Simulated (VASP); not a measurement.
## MgB2: relaxation of the atoms with PBE

Crystal: MgB2.

```xyz
3
Lattice="3.0850 0.0000 0.0000 -1.5425 2.6717 0.0000 0.0000 0.0000 3.5230" Properties=species:S:1:pos:R:3 pbc="T T T"
Mg    0.0000    0.0000    0.0000
B     0.0000    1.7811    1.7615
B     1.5425    0.8906    1.7615
```

```
Program                : VASP 6.6.1
Task                   : relaxation of the atoms
Functional             : PBE
Potentials or basis    : VASP PAW PBE potentials, release 64 (Mg, B)
Cutoff                 : 520 eV
k mesh                 : 17 × 17 × 13
Occupations            : fermi-dirac, width 0.05 eV
Spin                   : no spin polarisation
Dipole correction      : no
Further INCAR settings : ALGO = Normal; EDIFF = 1e-07; IBRION = 2; EDIFFG = -0.02; NSW = 80
```

| Item | Value |
| --- | --- |
| Pressure after relaxing | -1.3 GPa |
| Band gap on the k mesh | zero (band 4 reaches 6.71 eV, above the bottom of band 5 at 3.62 eV) |

Stress tensor (GPa, compression positive):
```
-1.77  0.00  0.00
 0.00 -1.77  0.00
 0.00  0.00 -0.36
```

Final structure:
```
Mg B
1.0
     3.08500    0.00000    0.00000
    -1.54250    2.67169    0.00000
     0.00000    0.00000    3.52300
Mg B
1 2
Direct
  0.00000 0.00000 0.00000
  0.33333 0.66667 0.50000
  0.66667 0.33333 0.50000
```

Levels at points of the mesh, in eV from the Fermi level:
```
           k point  band 1  band 2  band 3  band 4  band 5  band 6  band 7  band 8
(0.00, 0.00, 0.00)  -12.38   -2.90    0.39    0.39    1.69    6.33    6.33    8.11
```

Run time: 25 s on 1 thread of Intel(R) Xeon(R) Platinum 8488C (Sapphire Rapids), with other jobs on the host, peak memory 0.19 GiB.

Caveat: the relaxation stopped at its first step, so nothing moved.
